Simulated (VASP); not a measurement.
# Mg6F in VASP: further runs

Mg6F is run at these levels: PBE; tasks: single point.

All numbers are computed with VASP 6.6.1; they aren't measurements. Logs are shortened: lines on timing, memory, paths and dates and some standing lists are left out, and cuts for length are marked.

## Step 1: The cell of the first run

The cell holds a slab with vacuum, 7 atoms: a = 3.203 Å, b = 7.978 Å, c = 20.985 Å, α = 90.00°, β = 90.00°, γ = 101.58°.

## Step 2: Single point, PBE

File INCAR:

```
SYSTEM = Mg6F
PREC     = Accurate       ! precision mode
ENCUT    = 520            ! plane-wave cutoff, eV
EDIFF    = 1E-6           ! SCF threshold, eV
ISMEAR   = 0              ! smearing method
SIGMA    = 0.1            ! smearing width, eV
LREAL    = .False.        ! projectors in reciprocal space
LASPH    = .True.         ! aspherical terms in the spheres
NELM     = 80             ! most SCF steps
ALGO     = Normal         ! electronic algorithm
ISIF     = 2              ! what is computed and relaxed
LWAVE    = .False.        ! write WAVECAR
LCHARG   = .False.        ! write CHGCAR
LDIPOL   = .True.       
IDIPOL   = 3            
DIPOL    = 0.5 0.5 0.311
GGA      = PE             ! functional
NBANDS   = 18             ! bands
```

File KPOINTS:

```
regular mesh
0
Gamma
  9 4 1
  0 0 0
```

File POSCAR:

```
Mg6F
1.0
    3.2034417932      0.0000000000      0.0000000000
   -1.6017208966      7.8153198520      0.0000000000
    0.0000000000      0.0000000000     20.9851131634
Mg F
6 1
Direct
    0.8493879956      0.6987759913      0.1906113143
    0.5210014932      0.0420029864      0.2197581863
    0.1926149907      0.3852299814      0.2489050583
    0.3710660944      0.7414803149      0.3283003664
    0.0426232582      0.0834482649      0.3542380799
    0.7128162912      0.4251093731      0.3805132287
    0.7128162912      0.4251093731      0.4562812261
```

Potentials or basis: VASP PAW PBE potentials, release 64 (Mg, F).

On the command line:

```sh
> cat potpaw_PBE.64/Mg/POTCAR potpaw_PBE.64/F/POTCAR > POTCAR
> mpirun -np 1 vasp_std > vasp.out
```

OUTCAR:

```text
SYSTEM = Mg6F
   PREC = Accurate
   ENCUT = 520
   EDIFF = 1E-6
   ISMEAR = 0
   LREAL = .False.
   LASPH = .True.
   NELM = 80
   ISIF = 2
   GGA = PE

 ion  position               nearest neighbor table
   1  0.849  0.699  0.191-   3 3.17   3 3.17   2 3.18   2 3.18   4 3.32   4 3.32
   2  0.521  0.042  0.220-   3 3.18   3 3.18   1 3.18   1 3.18   5 3.26   5 3.26   4 3.27
   3  0.193  0.385  0.249-   1 3.17   1 3.17   2 3.18   2 3.18   6 3.21   6 3.21   5 3.23   4 3.24

   4  0.371  0.741  0.328-   6 3.14   6 3.14   5 3.16   5 3.16   3 3.24   2 3.27   1 3.32   1 3.32

   5  0.043  0.083  0.354-   6 3.16   4 3.16   6 3.16   4 3.16   3 3.23   2 3.26   2 3.26
   6  0.713  0.425  0.381-   7 1.59   4 3.14   4 3.14   5 3.16   5 3.16   3 3.21   3 3.21
   7  0.713  0.425  0.456-   6 1.59

  LATTYP: Found a base centered orthorhombic cell.
 ALAT       =     3.2034417932
 B/A-ratio  =     4.8793268968
 C/A-ratio  =     6.5508020804

  Lattice vectors:

 A1 = (   1.6017208966,  -7.8153198520,   0.0000000000)
 A2 = (   1.6017208966,   7.8153198520,   0.0000000000)
 A3 = (   0.0000000000,   0.0000000000,  20.9851131634)

Analysis of symmetry for initial positions (statically):
=====================================================================
 Subroutine PRICEL returns:
 Original cell was already a primitive cell.

 Routine SETGRP: Setting up the symmetry group for a
 base centered orthorhombic supercell.

 Subroutine GETGRP returns: Found  1 space group operations
 (whereof  1 operations were pure point group operations)
 out of a pool of  8 trial point group operations.

The static configuration has the point symmetry C_1 .

Analysis of symmetry for dynamics (positions and initial velocities):
=====================================================================
 Subroutine PRICEL returns:
 Original cell was already a primitive cell.

 Routine SETGRP: Setting up the symmetry group for a
 base centered orthorhombic supercell.

 Subroutine GETGRP returns: Found  1 space group operations
 (whereof  1 operations were pure point group operations)
 out of a pool of  8 trial point group operations.

The dynamic configuration has the point symmetry C_1 .

 Subroutine INISYM returns: Found  1 space group operations
 (whereof  1 operations are pure point group operations),
 and found     1 'primitive' translations

----------------------------------------------------------------------------------------

                                     Primitive cell

  volume of cell :     525.3817

  direct lattice vectors                    reciprocal lattice vectors
     3.203441793  0.000000000  0.000000000     0.312164249  0.063976908  0.000000000
    -1.601720897  7.815319852  0.000000000     0.000000000  0.127953816  0.000000000
     0.000000000  0.000000000 20.985113163     0.000000000  0.000000000  0.047652829

  length of vectors
     3.203441793  7.977764989 20.985113163     0.318652731  0.127953816  0.047652829

  position of ions in fractional coordinates (direct lattice)
     0.849387996  0.698775991  0.190611314
     0.521001493  0.042002986  0.219758186
     0.192614991  0.385229981  0.248905058
     0.371066094  0.741480315  0.328300366
     0.042623258  0.083448265  0.354238080
     0.712816291  0.425109373  0.380513229
     0.712816291  0.425109373  0.456281226

  ion indices of the primitive-cell ions
   primitive index   ion index
                 1           1
                 2           2
                 3           3
                 4           4
                 5           5
                 6           6
                 7           7

----------------------------------------------------------------------------------------

 KPOINTS: regular mesh

Automatic generation of k-mesh.
 Grid dimensions read from file:
 generate k-points for:    9    4    1

 Generating k-lattice:

  Cartesian coordinates                     Fractional coordinates (reciprocal lattice)
     0.034684917  0.007108545  0.000000000     0.111111111 -0.000000000  0.000000000
     0.000000000  0.031988454  0.000000000     0.000000000  0.250000000  0.000000000
     0.000000000  0.000000000  0.047652829     0.000000000  0.000000000  1.000000000

  Length of vectors
     0.035405859  0.031988454  0.047652829

  Shift w.r.t. Gamma in fractional coordinates (k-lattice)
     0.000000000  0.000000000  0.000000000

 -----------------------------------------------------------------------------
|                                                                             |
|           W    W    AA    RRRRR   N    N  II  N    N   GGGG   !!!           |
|           W    W   A  A   R    R  NN   N  II  NN   N  G    G  !!!           |
|           W    W  A    A  R    R  N N  N  II  N N  N  G       !!!           |
|           W WW W  AAAAAA  RRRRR   N  N N  II  N  N N  G  GGG   !            |
|           WW  WW  A    A  R   R   N   NN  II  N   NN  G    G                |
|           W    W  A    A  R    R  N    N  II  N    N   GGGG   !!!           |
|                                                                             |
|     Your reciprocal lattice and k-lattice belong to different lattice       |
|     classes:                                                                |
|                                                                             |
|        The reciprocal lattice is base centered orthorhombic,                |
|        whereas your k-lattice is simple monoclinic.                         |
|                                                                             |
|     Results are often still useful ...                                      |
|                                                                             |
 -----------------------------------------------------------------------------

 WARNING: IBZKPT: internal override: KBLOWUP is changed to .FALSE.
      ... skipping the blow-up phase ...

 Subroutine IBZKPT returns following result:
 ===========================================

 Found     19 irreducible k-points:

 Following reciprocal coordinates:
            Coordinates               Weight
  0.000000  0.000000  0.000000      1.000000
  0.111111 -0.000000  0.000000      2.000000
  0.222222 -0.000000  0.000000      2.000000
  0.333333 -0.000000  0.000000      2.000000
  0.444444 -0.000000  0.000000      2.000000
  0.000000  0.250000  0.000000      2.000000
[... 11 lines left out ...]
  0.333333  0.500000  0.000000      2.000000
  0.444444  0.500000  0.000000      2.000000
   k-points           NKPTS =     19   k-points in BZ     NKDIM =     19   number of bands    NBANDS=     18
   number of dos      NEDOS =    301   number of ions     NIONS =      7
   total plane-waves  NPLWV = 230400
   dimension x,y,z NGX =    24 NGY =   60 NGZ =  160
   dimension x,y,z NGXF=    48 NGYF=  120 NGZF=  320
   ions per type =               6   1
   NGX,Y,Z   is equivalent  to a cutoff of  12.46, 12.50, 12.68 a.u.
   NGXF,Y,Z  is equivalent  to a cutoff of  24.91, 25.01, 25.35 a.u.
 SYSTEM =  Mg6F
   PREC   = accura    normal or accurate (medium, high low for compatibility)
   ISTART =      0    job   : 0-new  1-cont  2-samecut
   ICHARG =      2    charge: 1-file 2-atom 10-const
   ISPIN  =      1    spin polarized calculation?
   LNONCOLLINEAR =      F non collinear calculations
   LSORBIT =      F    spin-orbit coupling
   LASPH  =      T    aspherical Exc in radial PAW
   ENCUT  =  520.0 eV  38.22 Ry    6.18 a.u.   5.96 14.83 39.02*2*pi/ulx,y,z
   NELM   =     80;   NELMIN=  2; NELMDL= -5     # of ELM steps
   EDIFF  = 0.1E-05   stopping-criterion for ELM
   LREAL  =      F    real-space projection
   EDIFFG = 0.1E-04   stopping-criterion for IOM
   NSW    =      0    number of steps for IOM
   IBRION =     -1    ionic relax: 0-MD 1-quasi-New 2-CG
   NFREE  =      0    steps in history (QN), initial steepest desc. (CG)
   ISIF   =      2    stress and relaxation
   ISYM   =      2    0-nonsym 1-usesym 2-fastsym
   POTIM  = 0.5000    time-step for ionic-motion
   TEBEG  =    0.0;   TEEND  =   0.0 temperature during run
   PSTRESS=    0.0 pullay stress
   NELECT =      19.0000    total number of electrons
   NUPDOWN=      -1.0000    fix difference up-down
   EMIN   =  10.00;   EMAX   =-10.00  energy-range for DOS
   EFERMI =   0.00;   METHOD = LEGACY
   ISMEAR =     0;   SIGMA  =   0.10  broadening in eV -4-tet -1-fermi 0-gaus
   EFERMI_NEDOS =   21; number of points for ismear=-14 and -15
   IALGO  =     38    algorithm
   IMIX   =      4    mixing-type and parameters
     AMIX     =   0.40;   BMIX     =  1.00
     AMIX_MAG =   1.60;   BMIX_MAG =  1.00
  volume/ion in A,a.u.               =      75.05       506.49
  Fermi-wavevector in a.u.,A,eV,Ry     =   0.541379  1.023057  3.987742  0.293091
  Thomas-Fermi vector in A             =   1.568933
   LORBIT       =      0    0 simple, 1 ext, 2 COOP (PROOUT), +10 PAW based schemes
   GGA     = PE    functional components
   LHFCALC =     F    Hartree Fock is set to
   AEXX    =    0.0000 exact exchange contribution
   IVDW    =     0    specifies the selected vdW correction
   LEPSILON=     F    determine dielectric tensor
   LRPA    =     F    only Hartree local field effects (RPA)
 non-spin polarized calculation
 Gauss-broadening in eV      SIGMA  =   0.10
  energy-cutoff  :      520.00
  volume of cell :      525.38
 maximum number of plane-waves:     14191
   NGX = 11   NGY = 29   NGZ = 79

 number of electron      18.9999996 magnetization

 dipolmoment           0.000000      0.000000      0.385709 electrons x Angstroem

 Free energy of the ion-electron system (eV)
  ---------------------------------------------------
  ext. energy  EPLUGINS =         0.00000000
  ---------------------------------------------------
  free energy    TOTEN  =       -12.01729787 eV

  energy without entropy =      -12.00567360  energy(sigma->0) =      -12.01148573

 E-fermi :  -2.8969     XC(G=0):  -3.1695

 val. band max:       -2.8972102360   @ k =  -0.2222   0.2500   0.0000
 cond. band min:      -2.7889711600   @ k =   0.1111   0.5000   0.0000
 fundamental gap:      0.1082390760
 Fermi energy:        -2.8968757653

 k-point     1 :       0.0000    0.0000    0.0000
  band No.  band energies     occupation
      1     -24.6417      2.00000
      2      -8.8818      2.00000
      3      -6.9722      2.00000
      4      -6.6338      2.00000
      5      -6.3110      2.00000
      6      -6.0621      2.00000
[... 10 lines left out ...]
     17       1.0645      0.00000
     18       1.6406      0.00000

 k-point     2 :       0.1111   -0.0000    0.0000
  band No.  band energies     occupation
      1     -24.6332      2.00000
      2      -8.6960      2.00000
      3      -6.8771      2.00000
      4      -6.5477      2.00000
      5      -6.1484      2.00000
      6      -6.0049      2.00000
[... 10 lines left out ...]
     17       1.3344      0.00000
     18       1.7213      0.00000

 k-point     3 :       0.2222   -0.0000    0.0000
  band No.  band energies     occupation
      1     -24.6117      2.00000
      2      -8.1434      2.00000
      3      -6.6227      2.00000
      4      -6.2699      2.00000
      5      -5.9732      2.00000
      6      -5.8983      2.00000
[... 307 lines left out ...]
 k-point    18 :       0.3333    0.5000    0.0000
  band No.  band energies     occupation
      1     -24.5870      2.00000
      2      -7.0701      2.00000
      3      -6.4748      2.00000
      4      -6.1678      2.00000
      5      -6.0648      2.00000
      6      -5.9025      2.00000
[... 10 lines left out ...]
     17       0.6496      0.00000
     18       1.2827      0.00000

 k-point    19 :       0.4444    0.5000    0.0000
  band No.  band energies     occupation
      1     -24.5707      2.00000
      2      -6.4928      2.00000
      3      -6.2787      2.00000
      4      -5.9522      2.00000
      5      -5.7261      2.00000
      6      -4.7512      2.00000
[... 10 lines left out ...]
     17       0.6918      0.00000
     18       0.8200      0.00000

------------------------ aborting loop because EDIFF is reached ----------------------------------------

 vacuum level on the upper side and lower side of the slab       (xc-potential included)         1.350        -1.367

  FORCE on cell =-STRESS in cart. coord.  units (eV):
  Direction    XX          YY          ZZ          XY          YZ          ZX
  --------------------------------------------------------------------------------------
  -------------------------------------------------------------------------------------
  Total       -1.3720394     -0.9028188      9.0311840     -0.3520872     -0.3132725     -0.0047484
  in kB       -4.1841021     -2.7531905     27.5410416     -1.0737073     -0.9553399     -0.0144805
  external PRESSURE =       6.8679163 kB  Pullay stress =       0.0000000 kB

 VOLUME and BASIS-vectors are now :
 -----------------------------------------------------------------------------
  energy-cutoff  :      520.00
  volume of cell :      525.38
      direct lattice vectors                 reciprocal lattice vectors
     3.203441793  0.000000000  0.000000000     0.312164249  0.063976908  0.000000000
    -1.601720897  7.815319852  0.000000000     0.000000000  0.127953816  0.000000000
     0.000000000  0.000000000 20.985113163     0.000000000  0.000000000  0.047652829

 POSITION                                       TOTAL-FORCE (eV/Angst)
 -----------------------------------------------------------------------------------
      1.60172      5.46116      4.00000         0.001080      0.078180      0.079699
      1.60172      0.32827      4.61165        -0.000778     -0.055422      0.013482
      0.00000      3.01070      5.22330         0.001444      0.012630     -0.002711
      0.00104      5.79491      6.88942        -0.000741      0.136717     -0.158167
      0.00288      0.65217      7.43373        -0.001848     -0.148599     -0.049081
      1.60256      3.32237      7.98511         0.000152      0.031349     -5.676052
      1.60256      3.32237      9.57511         0.000691     -0.054855      5.792831
 -----------------------------------------------------------------------------------
    total drift:                                0.000657     -0.000293      0.000311

  FREE ENERGIE OF THE ION-ELECTRON SYSTEM (eV)
  ---------------------------------------------------
  free  energy   TOTEN  =       -12.0172978656 eV

  energy  without entropy=      -12.0056736031  energy(sigma->0) =      -12.01148573

 vacuum level on the upper side and lower side of the slab         3.575         0.789
```

Run time: 4.1 min. Hardware: 1 thread of Oxide Virtual Turin-like, shared host; peak memory 0.53 GiB.

What came out:

* Free energy: -12.0173 eV
* Largest force: 5.793 eV/Å
* Band gap on the k mesh: zero (an odd number of electrons rules out a gap without spin polarisation)

Forces in eV/Å, atoms in the order of the input:
```
Mg   0.001  0.078  0.080
Mg  -0.001 -0.055  0.013
Mg   0.001  0.013 -0.003
Mg  -0.001  0.137 -0.158
Mg  -0.002 -0.149 -0.049
Mg   0.000  0.031 -5.676
F    0.001 -0.055  5.793
```

Levels at points of the mesh, in eV from the Fermi level:
```
           k point  band 6  band 7  band 8  band 9  band 10  band 11  band 12  band 13  band 14  band 15
(0.00, 0.00, 0.00)   -3.17   -3.08   -2.54   -1.29    -1.08    -0.33     1.43     2.33     2.71     3.46
(0.00, 0.50, 0.00)   -2.95   -2.54   -2.53   -0.82    -0.29    -0.15     0.44     1.50     2.05     2.83
```

Caveat: an odd number of electrons without spin polarisation forces a metal; a magnetic or distorted state may lie lower.

## Step 3: Single point, PBE

File INCAR:

```
PREC = Accurate
ENCUT = 520
EDIFF = 1E-6
ISMEAR = 0
SIGMA = 0.1
LREAL = False
LASPH = True
NELM = 60
ALGO = Normal
ISIF = 2
LWAVE = False
LCHARG = False
LDIPOL = True
IDIPOL = 3
DIPOL = 0.5 0.5 0.318
GGA = PE
NBANDS = 18
```

File KPOINTS:

```
regular mesh
0
Gamma
  9 4 1
```

Edit POSCAR of step 2 so:

```diff
@@ -14,2 +14,2 @@
     0.7128162912      0.4251093731      0.3805132287
-    0.7128162912      0.4251093731      0.4562812261
+    0.7128162912      0.4251093731      0.5010748849
```

Potentials or basis: VASP PAW PBE potentials, release 64 (Mg, F).

On the command line:

```sh
> cat potpaw_PBE.64/Mg/POTCAR potpaw_PBE.64/F/POTCAR > POTCAR
> mpirun -np 1 vasp_std > vasp.out
```

Run time: 6 min. Hardware: 1 thread of Oxide Virtual Turin-like, shared host; peak memory 0.53 GiB.

The run converged. Its results:

```yaml
Free_energy: -10.5792 eV
Largest_force: 2.553 eV/Å
Band_gap_on_the_k_mesh: zero (an odd number of electrons rules out a gap without spin polarisation)
```

Forces in eV/Å, atoms in the order of the input:
```
Mg   0.001  0.089  0.075
Mg  -0.001 -0.076  0.014
Mg   0.002  0.018 -0.014
Mg  -0.001  0.057 -0.047
Mg  -0.002 -0.061  0.106
Mg   0.000  0.026  2.418
F    0.001 -0.053 -2.552
```

Levels at points of the mesh, in eV from the Fermi level:
```csv
k point,band 6,band 7,band 8,band 9,band 10,band 11,band 12,band 13,band 14,band 15
"(0.00, 0.00, 0.00)",-1.72,-1.48,-0.89,-0.49,-0.31,-0.01,1.33,1.93,2.66,3.38
"(0.00, 0.50, 0.00)",-1.15,-0.91,-0.59,-0.34,-0.17,-0.01,0.27,1.35,2.00,2.71
```

Caveat: an odd number of electrons without spin polarisation forces a metal; a magnetic or distorted state may lie lower.

## Step 4: Single point, PBE

File INCAR:

```
ALGO     = Normal         # electronic algorithm
DIPOL    = 0.5 0.5 0.326
EDIFF    = 1E-6           # SCF threshold, eV
ENCUT    = 520            # plane-wave cutoff, eV
GGA      = PE             # functional
IDIPOL   = 3            
ISIF     = 2              # what is computed and relaxed
ISMEAR   = 0              # smearing method
LASPH    = True           # aspherical terms in the spheres
LCHARG   = False          # write CHGCAR
LDIPOL   = True         
LREAL    = False          # projectors in reciprocal space
LWAVE    = False          # write WAVECAR
NBANDS   = 18             # bands
NELM     = 100            # most SCF steps
PREC     = Accurate       # precision mode
SIGMA    = 0.1            # smearing width, eV
```

File KPOINTS:

```
k-points
0
Gamma
  9 4 1
```

Edit POSCAR of step 3 so:

```diff
@@ -14,2 +14,2 @@
     0.7128162912      0.4251093731      0.3805132287
-    0.7128162912      0.4251093731      0.5010748849
+    0.7128162912      0.4251093731      0.5582582792
```

On the command line:

```sh
> cat potpaw_PBE.64/Mg/POTCAR potpaw_PBE.64/F/POTCAR > POTCAR
> mpirun -np 1 vasp_std > vasp.out
```

Wall time 11 min (1 thread of Oxide Virtual Turin-like, shared host); peak memory 0.54 GiB.

Results (log left out):

| Item | Value |
| --- | --- |
| Free energy | -8.7689 eV |
| Largest force | 0.746 eV/Å |
| Band gap on the k mesh | zero (an odd number of electrons rules out a gap without spin polarisation) |

Forces in eV/Å, atoms in the order of the input:
```
Mg   0.001  0.045  0.123
Mg  -0.001 -0.060  0.030
Mg   0.001  0.017 -0.111
Mg   0.000  0.026 -0.011
Mg  -0.001 -0.041  0.065
Mg   0.000  0.027  0.651
F    0.001 -0.015 -0.746
```

Levels at points of the mesh, in eV from the Fermi level:
```
           k point  band 6  band 7  band 8  band 9  band 10  band 11  band 12  band 13  band 14  band 15
(0.00, 0.00, 0.00)   -1.77   -1.56   -0.62   -0.26    -0.19     0.06     1.06     1.37     2.53     3.29
(0.00, 0.50, 0.00)   -0.98   -0.57   -0.45   -0.33    -0.18    -0.10     0.06     1.18     1.89     2.28
```

Caveat: an odd number of electrons without spin polarisation forces a metal; a magnetic or distorted state may lie lower.

## Step 5: The runs side by side

```tsv
cell	gap on the mesh (eV)	largest force (eV/Å)
as given, atomic positions A	none	5.79
as given, atomic positions B	none	2.55
as given, atomic positions C	none	0.75
```

Alike in all rows: task single point; level PBE; potentials or basis VASP PAW PBE potentials, release 64 (Mg, F); no spin polarisation; k mesh 9 × 4 × 1; cutoff (eV) 520; smearing gaussian 0.1 eV.

Caveats: an odd number of electrons without spin polarisation forces a metal; a magnetic or distorted state may lie lower.

Total energies depend on the potentials used, so only differences within one code and one set of settings carry meaning.
